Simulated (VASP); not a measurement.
Write the native input for VASP 6.6.1 that does the following.

```
Task                   : single point
Functional             : revPBE
Potentials or basis    : VASP PAW PBE potentials, release 64 (Lu)
Cutoff                 : 520 eV
k mesh                 : 12 × 12 × 4
Occupations            : fermi-dirac, width 0.1 eV
Spin                   : no spin polarisation
Dipole correction      : no
Further INCAR settings : ALGO = Normal; EDIFF = 1e-06; NBANDS = 58
```

The structure of Lu lies in POSCAR:

```
Lu
1.0
    3.6511050253      0.0000000000      0.0000000000
   -1.8255525127      3.1619497038      0.0000000000
    0.0000000000      0.0000000000     11.7049441616
Lu
4
Direct
    0.0000000000      0.0000000000      1.0000000000
    0.0000000000      0.0000000000      0.5000000000
    0.3333333333      0.6666666667      0.2500000000
    0.6666666667      0.3333333333      0.7500000000
```

This cell differs from its parent crystal: volume scaled by 1.12.

One way to write it, as run:

INCAR

```
ALGO     = Normal         # electronic algorithm
EDIFF    = 1E-6           # SCF threshold, eV
ENCUT    = 520            # plane-wave cutoff, eV
GGA      = RE             # functional
ISIF     = 2              # what is computed and relaxed
ISMEAR   = -1             # smearing method
LASPH    = T              # aspherical terms in the spheres
LCHARG   = T              # write CHGCAR
LELF     = T              # ELF
LREAL    = F              # projectors in reciprocal space
LVHAR    = T            
LWAVE    = F              # write WAVECAR
NBANDS   = 58             # bands
NELM     = 100            # most SCF steps
PREC     = Accurate       # precision mode
SIGMA    = 0.1            # smearing width, eV
```

KPOINTS

```
k-points
0
Gamma
  12 12 4
```

Potentials or basis: VASP PAW PBE potentials, release 64 (Lu).

Command:

```console
$ cat potpaw_PBE.64/Lu/POTCAR > POTCAR
$ mpirun -np 1 vasp_std > vasp.out
```

Results of the run:

```
Pressure               : -3.8 GPa
Band gap on the k mesh : zero (band 50 reaches 2.76 eV, above the bottom of band 51 at 1.38 eV)
```

Caveat: the PAW data sets were made with another functional, which shifts forces and pressure a little; spin-orbit coupling is left out, which moves the levels of the heavy elements.

It took 25 min on 1 thread of AMD EPYC 7R13, with other jobs on the host, peak memory 0.43 GiB.
